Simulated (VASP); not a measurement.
# AlAs (F-43m) in VASP: further runs

Runs on AlAs. Level: PBE. Tasks: electric field gradients.

Program: VASP 6.6.1. These are calculated values, not measurements. Logs are shortened: lines on timing, memory, paths and dates and some standing lists are left out, and cuts for length are marked.

### Step 1. The cell of the first run

The structure is cubic, space group F-43m (No. 216). Conventional cell: a = 5.546 Å, b = 5.546 Å, c = 5.546 Å, α = 90.00°, β = 90.00°, γ = 90.00°. Within 3.2 Å of Al (site symmetry -43m) lie 4 As at 2.40 Å. Within 3.2 Å of As (site symmetry -43m) lie 4 Al at 2.40 Å.

### Step 2. Electric field gradients, PBE (21.33 Å³/atom)

Contents of INCAR:

```
SYSTEM = AlAs
PREC     = Accurate       ! precision mode
ENCUT    = 400            ! plane-wave cutoff, eV
EDIFF    = 1E-8           ! SCF threshold, eV
ISMEAR   = -1             ! smearing method
SIGMA    = 0.05           ! smearing width, eV
LREAL    = .False.        ! projectors in reciprocal space
LASPH    = .True.         ! aspherical terms in the spheres
NELM     = 120            ! most SCF steps
ALGO     = Normal         ! electronic algorithm
ISIF     = 2              ! what is computed and relaxed
LWAVE    = .False.        ! write WAVECAR
LCHARG   = .False.        ! write CHGCAR
GGA      = PE             ! functional
LEFG     = .True.       
NBANDS   = 11             ! bands
GGA_COMPAT= .False.
```

Contents of KPOINTS:

```
Automatic mesh
0
Gamma
  10 10 10
  0 0 0
```

Contents of POSCAR:

```
AlAs
1.0
    0.0000000000      2.7731120344      2.7731120344
    2.7731120344      0.0000000000      2.7731120344
    2.7731120344      2.7731120344      0.0000000000
Al As
1 1
Direct
    0.0000000000      0.0000000000      0.0000000000
    0.7500000000      0.7500000000      0.7500000000
```

Potentials or basis: VASP PAW PBE potentials, release 64 (Al, As).

Launch:

```sh
> cat potpaw_PBE.64/Al/POTCAR potpaw_PBE.64/As/POTCAR > POTCAR
> mpirun -np 1 vasp_std > vasp.out
```

OUTCAR:

```text
SYSTEM = AlAs
   PREC = Accurate
   ENCUT = 400
   EDIFF = 1E-8
   ISMEAR = -1
   LREAL = .False.
   LASPH = .True.
   NELM = 120
   ISIF = 2
   GGA = PE

 ion  position               nearest neighbor table
   1  0.000  0.000  0.000-   2 2.40   2 2.40   2 2.40   2 2.40
   2  0.750  0.750  0.750-   1 2.40   1 2.40   1 2.40   1 2.40

  LATTYP: Found a face centered cubic cell.
 ALAT       =     5.5462240688

  Lattice vectors:

 A1 = (   0.0000000000,   2.7731120344,   2.7731120344)
 A2 = (   2.7731120344,   0.0000000000,   2.7731120344)
 A3 = (   2.7731120344,   2.7731120344,   0.0000000000)

Analysis of symmetry for initial positions (statically):
=====================================================================
 Subroutine PRICEL returns:
 Original cell was already a primitive cell.

 Routine SETGRP: Setting up the symmetry group for a
 face centered cubic supercell.

 Subroutine GETGRP returns: Found 24 space group operations
 (whereof 24 operations were pure point group operations)
 out of a pool of 48 trial point group operations.

The static configuration has the point symmetry T_d .

Analysis of symmetry for dynamics (positions and initial velocities):
=====================================================================
 Subroutine PRICEL returns:
 Original cell was already a primitive cell.

 Routine SETGRP: Setting up the symmetry group for a
 face centered cubic supercell.

 Subroutine GETGRP returns: Found 24 space group operations
 (whereof 24 operations were pure point group operations)
 out of a pool of 48 trial point group operations.

The dynamic configuration has the point symmetry T_d .

 Subroutine INISYM returns: Found 24 space group operations
 (whereof 24 operations are pure point group operations),
 and found     1 'primitive' translations

----------------------------------------------------------------------------------------

                                     Primitive cell

  volume of cell :      42.6513

  direct lattice vectors                    reciprocal lattice vectors
     0.000000000  2.773112034  2.773112034    -0.180302849  0.180302849  0.180302849
     2.773112034  0.000000000  2.773112034     0.180302849 -0.180302849  0.180302849
     2.773112034  2.773112034  0.000000000     0.180302849  0.180302849 -0.180302849

  length of vectors
     3.921772649  3.921772649  3.921772649     0.312293695  0.312293695  0.312293695

  position of ions in fractional coordinates (direct lattice)
     0.000000000  0.000000000  0.000000000
     0.750000000  0.750000000  0.750000000

  ion indices of the primitive-cell ions
   primitive index   ion index
                 1           1
                 2           2

----------------------------------------------------------------------------------------

 KPOINTS: Automatic mesh

Automatic generation of k-mesh.
 Grid dimensions read from file:
 generate k-points for:   10   10   10

 Generating k-lattice:

  Cartesian coordinates                     Fractional coordinates (reciprocal lattice)
    -0.018030285  0.018030285  0.018030285     0.100000000  0.000000000  0.000000000
     0.018030285 -0.018030285  0.018030285     0.000000000  0.100000000  0.000000000
     0.018030285  0.018030285 -0.018030285     0.000000000  0.000000000  0.100000000

  Length of vectors
     0.031229369  0.031229369  0.031229369

  Shift w.r.t. Gamma in fractional coordinates (k-lattice)
     0.000000000  0.000000000  0.000000000

 Subroutine IBZKPT returns following result:
 ===========================================

 Found     47 irreducible k-points:

 Following reciprocal coordinates:
            Coordinates               Weight
  0.000000  0.000000  0.000000      1.000000
  0.100000  0.000000  0.000000      8.000000
  0.200000  0.000000  0.000000      8.000000
  0.300000  0.000000  0.000000      8.000000
  0.400000  0.000000  0.000000      8.000000
  0.500000  0.000000  0.000000      4.000000
[... 16 lines left out ...]
  0.300000  0.300000  0.000000      6.000000
  0.400000  0.300000  0.000000     24.000000
 [... further k-points ...]
   k-points           NKPTS =     47   k-points in BZ     NKDIM =     47   number of bands    NBANDS=     11
   number of dos      NEDOS =    301   number of ions     NIONS =      2
   total plane-waves  NPLWV =  21952
   dimension x,y,z NGX =    28 NGY =   28 NGZ =   28
   dimension x,y,z NGXF=    56 NGYF=   56 NGZF=   56
   ions per type =               1   1
   NGX,Y,Z   is equivalent  to a cutoff of  11.87, 11.87, 11.87 a.u.
   NGXF,Y,Z  is equivalent  to a cutoff of  23.74, 23.74, 23.74 a.u.
 SYSTEM =  AlAs
   PREC   = accura    normal or accurate (medium, high low for compatibility)
   ISTART =      0    job   : 0-new  1-cont  2-samecut
   ICHARG =      2    charge: 1-file 2-atom 10-const
   ISPIN  =      1    spin polarized calculation?
   LNONCOLLINEAR =      F non collinear calculations
   LSORBIT =      F    spin-orbit coupling
   LASPH  =      T    aspherical Exc in radial PAW
   ENCUT  =  400.0 eV  29.40 Ry    5.42 a.u.   6.40  6.40  6.40*2*pi/ulx,y,z
   NELM   =    120;   NELMIN=  2; NELMDL= -5     # of ELM steps
   EDIFF  = 0.1E-07   stopping-criterion for ELM
   LREAL  =      F    real-space projection
   EDIFFG = 0.1E-06   stopping-criterion for IOM
   NSW    =      0    number of steps for IOM
   IBRION =     -1    ionic relax: 0-MD 1-quasi-New 2-CG
   NFREE  =      0    steps in history (QN), initial steepest desc. (CG)
   ISIF   =      2    stress and relaxation
   ISYM   =      2    0-nonsym 1-usesym 2-fastsym
   POTIM  = 0.5000    time-step for ionic-motion
   TEBEG  =    0.0;   TEEND  =   0.0 temperature during run
   PSTRESS=    0.0 pullay stress
   NELECT =       8.0000    total number of electrons
   NUPDOWN=      -1.0000    fix difference up-down
   EMIN   =  10.00;   EMAX   =-10.00  energy-range for DOS
   EFERMI =   0.00;   METHOD = LEGACY
   ISMEAR =    -1;   SIGMA  =   0.05  broadening in eV -4-tet -1-fermi 0-gaus
   EFERMI_NEDOS =   21; number of points for ismear=-14 and -15
   IALGO  =     38    algorithm
   IMIX   =      4    mixing-type and parameters
     AMIX     =   0.40;   BMIX     =  1.00
     AMIX_MAG =   1.60;   BMIX_MAG =  1.00
  volume/ion in A,a.u.               =      21.33       143.91
  Fermi-wavevector in a.u.,A,eV,Ry     =   0.937118  1.770895 11.948491  0.878189
  Thomas-Fermi vector in A             =   2.064196
   LORBIT       =      0    0 simple, 1 ext, 2 COOP (PROOUT), +10 PAW based schemes
   GGA     = PE    functional components
   LHFCALC =     F    Hartree Fock is set to
   AEXX    =    0.0000 exact exchange contribution
   IVDW    =     0    specifies the selected vdW correction
   LEPSILON=     F    determine dielectric tensor
   LRPA    =     F    only Hartree local field effects (RPA)
 non-spin polarized calculation
  energy-cutoff  :      400.00
  volume of cell :       42.65
 maximum number of plane-waves:       794
 NGX is ok and might be reduce to    28
   NGX = 13   NGY = 13   NGZ = 13

 number of electron       8.0000000 magnetization

 Free energy of the ion-electron system (eV)
  ---------------------------------------------------
  ext. energy  EPLUGINS =         0.00000000
  ---------------------------------------------------
  free energy    TOTEN  =        -9.28364222 eV

  energy without entropy =       -9.28364219  energy(sigma->0) =       -9.28364221

 E-fermi :   5.1055     XC(G=0):  -9.2832

 val. band max:        4.4263415625   @ k =   0.0000   0.0000   0.0000
 cond. band min:       5.7474924071   @ k =   0.5000   0.5000   0.0000
 fundamental gap:      1.3211508446
 Fermi energy:         5.1054641470

 k-point     1 :       0.0000    0.0000    0.0000
  band No.  band energies     occupation
      1      -7.7959      2.00000
      2       4.4263      2.00000
      3       4.4263      2.00000
      4       4.4263      2.00000
      5       6.9853      0.00000
      6       8.8196      0.00000
      7       8.8196      0.00000
      8       8.8196      0.00000
      9      13.5596      0.00000
     10      13.5596      0.00000
     11      13.6388      0.00000
[... 309 lines left out ...]
 k-point    24 :       0.4000    0.3000    0.0000
  band No.  band energies     occupation
      1      -6.2384      2.00000
      2      -0.2511      2.00000
      3       2.1567      2.00000
      4       2.4986      2.00000
      5       6.5618      0.00000
      6       7.7281      0.00000
      7      12.3508      0.00000
      8      12.7074      0.00000
      9      15.1016      0.00000
     10      16.1538      0.00000
     11      17.9117      0.00000

 [... further k-points ...]

------------------------ aborting loop because EDIFF is reached ----------------------------------------

  FORCE on cell =-STRESS in cart. coord.  units (eV):
  Direction    XX          YY          ZZ          XY          YZ          ZX
  --------------------------------------------------------------------------------------
  -------------------------------------------------------------------------------------
  Total        2.1952601      2.1952601      2.1952601      0.0000000      0.0000000      0.0000000
  in kB       82.4639872     82.4639872     82.4639872      0.0000000      0.0000000      0.0000000
  external PRESSURE =      82.4639872 kB  Pullay stress =       0.0000000 kB

 VOLUME and BASIS-vectors are now :
 -----------------------------------------------------------------------------
  energy-cutoff  :      400.00
  volume of cell :       42.65
      direct lattice vectors                 reciprocal lattice vectors
     0.000000000  2.773112034  2.773112034    -0.180302849  0.180302849  0.180302849
     2.773112034  0.000000000  2.773112034     0.180302849 -0.180302849  0.180302849
     2.773112034  2.773112034  0.000000000     0.180302849  0.180302849 -0.180302849

 POSITION                                       TOTAL-FORCE (eV/Angst)
 -----------------------------------------------------------------------------------
      0.00000      0.00000      0.00000        -0.000000     -0.000000     -0.000000
      4.15967      4.15967      4.15967         0.000000      0.000000      0.000000
 -----------------------------------------------------------------------------------
    total drift:                               -0.000000     -0.000000     -0.000000

  FREE ENERGIE OF THE ION-ELECTRON SYSTEM (eV)
  ---------------------------------------------------
  free  energy   TOTEN  =        -9.2836422190 eV

  energy  without entropy=       -9.2836421948  energy(sigma->0) =       -9.28364221

 Electric field gradients (V/A^2)
---------------------------------------------------------------------
 ion       V_xx      V_yy      V_zz      V_xy      V_xz      V_yz
---------------------------------------------------------------------
   1       0.000     0.000     0.000    -0.000    -0.000    -0.000
   2       0.000    -0.000     0.000    -0.000    -0.000    -0.000
---------------------------------------------------------------------

 Electric field gradients after diagonalization (V/A^2)
 (convention: |V_zz| > |V_xx| > |V_yy|)
----------------------------------------------------------------------
 ion       V_xx      V_yy      V_zz     asymmetry (V_yy - V_xx)/ V_zz
----------------------------------------------------------------------
   1       0.000     0.000    -0.000       0.000
   2       0.000     0.000    -0.000       0.000
----------------------------------------------------------------------

           NMR quadrupolar parameters

 Cq : quadrupolar parameter    Cq=e*Q*V_zz/h
 eta: asymmetry parameters     (V_yy - V_xx)/ V_zz
 Q  : nuclear electric quadrupole moment in mb (millibarn)
----------------------------------------------------------------------
 ion       Cq(MHz)       eta       Q (mb)
----------------------------------------------------------------------
   1      -0.000       0.000       1.000
   2      -0.000       0.000       1.000
----------------------------------------------------------------------
```

Wall time 9.6 s (1 thread of Intel Xeon 6975P-C (Granite Rapids), shared host); peak memory 0.15 GiB.

Results:

- Free energy: -9.2836 eV
- Pressure: 8.2 GPa
- Band gap on the k mesh: 1.32 eV (least direct gap 2.56 eV)
- Largest electric field gradient by atom: zero within the noise of the run

Caveat: the cell stands under pressure.

### Step 3. Electric field gradients, PBE (22.22 Å³/atom)

This run uses another cell than the first one, of 22.22 Å³/atom.

Contents of INCAR:

```
SYSTEM = AlAs
  PREC = Accurate
  ENCUT = 400
  EDIFF = 1E-8
  ISMEAR = -1
  SIGMA = 0.05
  LREAL = .FALSE.
  LASPH = .TRUE.
  NELM = 120
  ALGO = Normal
  ISIF = 2
  LWAVE = .FALSE.
  LCHARG = .FALSE.
  GGA = PE
  LEFG = .TRUE.
  NBANDS = 11
  GGA_COMPAT = .FALSE.
```

Contents of KPOINTS:

```
regular mesh
0
G
  10 10 10
  0 0 0
```

Contents of POSCAR:

```
AlAs
1.0
    0.0000000000      2.8114034545      2.8114034545
    2.8114034545      0.0000000000      2.8114034545
    2.8114034545      2.8114034545      0.0000000000
Al As
1 1
Direct
    0.0000000000      0.0000000000      0.0000000000
    0.7500000000      0.7500000000      0.7500000000
```

Potentials or basis: VASP PAW PBE potentials, release 64 (Al, As).

Launch:

```sh
> cat potpaw_PBE.64/Al/POTCAR potpaw_PBE.64/As/POTCAR > POTCAR
> mpirun -np 1 vasp_std > vasp.out
```

OUTCAR:

```text
SYSTEM = AlAs
   PREC = Accurate
   ENCUT = 400
   EDIFF = 1E-8
   ISMEAR = -1
   LREAL = .FALSE.
   LASPH = .TRUE.
   NELM = 120
   ISIF = 2
   GGA = PE

 ion  position               nearest neighbor table
   1  0.000  0.000  0.000-   2 2.43   2 2.43   2 2.43   2 2.43
   2  0.750  0.750  0.750-   1 2.43   1 2.43   1 2.43   1 2.43

  LATTYP: Found a face centered cubic cell.
 ALAT       =     5.6228069090

  Lattice vectors:

 A1 = (   0.0000000000,   2.8114034545,   2.8114034545)
 A2 = (   2.8114034545,   0.0000000000,   2.8114034545)
 A3 = (   2.8114034545,   2.8114034545,   0.0000000000)

Analysis of symmetry for initial positions (statically):
=====================================================================
 Subroutine PRICEL returns:
 Original cell was already a primitive cell.

 Routine SETGRP: Setting up the symmetry group for a
 face centered cubic supercell.

 Subroutine GETGRP returns: Found 24 space group operations
 (whereof 24 operations were pure point group operations)
 out of a pool of 48 trial point group operations.

The static configuration has the point symmetry T_d .

Analysis of symmetry for dynamics (positions and initial velocities):
=====================================================================
 Subroutine PRICEL returns:
 Original cell was already a primitive cell.

 Routine SETGRP: Setting up the symmetry group for a
 face centered cubic supercell.

 Subroutine GETGRP returns: Found 24 space group operations
 (whereof 24 operations were pure point group operations)
 out of a pool of 48 trial point group operations.

The dynamic configuration has the point symmetry T_d .

[... 479 lines left out ...]
      3       1.8909      2.00000
      4       2.2153      2.00000
      5       6.2264      0.00000
      6       7.3394      0.00000
      7      11.7456      0.00000
      8      12.1535      0.00000
      9      14.3636      0.00000
     10      15.6191      0.00000
     11      17.2213      0.00000

 [... further k-points ...]

------------------------ aborting loop because EDIFF is reached ----------------------------------------

  FORCE on cell =-STRESS in cart. coord.  units (eV):
  Direction    XX          YY          ZZ          XY          YZ          ZX
  --------------------------------------------------------------------------------------
  -------------------------------------------------------------------------------------
  Total        1.2249482      1.2249482      1.2249482     -0.0000000     -0.0000000     -0.0000000
  in kB       44.1599707     44.1599707     44.1599707     -0.0000000     -0.0000000     -0.0000000
  external PRESSURE =      44.1599707 kB  Pullay stress =       0.0000000 kB

 VOLUME and BASIS-vectors are now :
 -----------------------------------------------------------------------------
  energy-cutoff  :      400.00
  volume of cell :       44.44
      direct lattice vectors                 reciprocal lattice vectors
     0.000000000  2.811403455  2.811403455    -0.177847117  0.177847117  0.177847117
     2.811403455  0.000000000  2.811403455     0.177847117 -0.177847117  0.177847117
     2.811403455  2.811403455  0.000000000     0.177847117  0.177847117 -0.177847117

 POSITION                                       TOTAL-FORCE (eV/Angst)
 -----------------------------------------------------------------------------------
      0.00000      0.00000      0.00000         0.000000      0.000000      0.000000
      4.21711      4.21711      4.21711        -0.000000     -0.000000     -0.000000
 -----------------------------------------------------------------------------------
    total drift:                               -0.000000     -0.000000     -0.000000

  FREE ENERGIE OF THE ION-ELECTRON SYSTEM (eV)
  ---------------------------------------------------
  free  energy   TOTEN  =        -9.3539307225 eV

  energy  without entropy=       -9.3539307105  energy(sigma->0) =       -9.35393072

 Electric field gradients (V/A^2)
---------------------------------------------------------------------
 ion       V_xx      V_yy      V_zz      V_xy      V_xz      V_yz
---------------------------------------------------------------------
   1      -0.000    -0.000     0.000    -0.000    -0.000    -0.000
   2      -0.000    -0.000    -0.000    -0.000    -0.000    -0.000
---------------------------------------------------------------------

 Electric field gradients after diagonalization (V/A^2)
 (convention: |V_zz| > |V_xx| > |V_yy|)
----------------------------------------------------------------------
 ion       V_xx      V_yy      V_zz     asymmetry (V_yy - V_xx)/ V_zz
----------------------------------------------------------------------
   1       0.000     0.000    -0.000       0.000
   2       0.000     0.000    -0.000       0.000
----------------------------------------------------------------------

           NMR quadrupolar parameters

 Cq : quadrupolar parameter    Cq=e*Q*V_zz/h
 eta: asymmetry parameters     (V_yy - V_xx)/ V_zz
 Q  : nuclear electric quadrupole moment in mb (millibarn)
----------------------------------------------------------------------
 ion       Cq(MHz)       eta       Q (mb)
----------------------------------------------------------------------
   1      -0.000       0.000       1.000
   2      -0.000       0.000       1.000
----------------------------------------------------------------------
```

Run time: 10 s. Hardware: 1 thread of Intel Xeon 6975P-C (Granite Rapids), shared host; peak memory 0.16 GiB.

Results:

```yaml
Free_energy: -9.3539 eV
Pressure: 4.4 GPa
Band_gap_on_the_k_mesh: 1.40 eV (least direct gap 2.22 eV)
Largest_electric_field_gradient_by_atom: zero within the noise of the run
```

Caveat: the cell stands under pressure. A k mesh can miss the band edges.
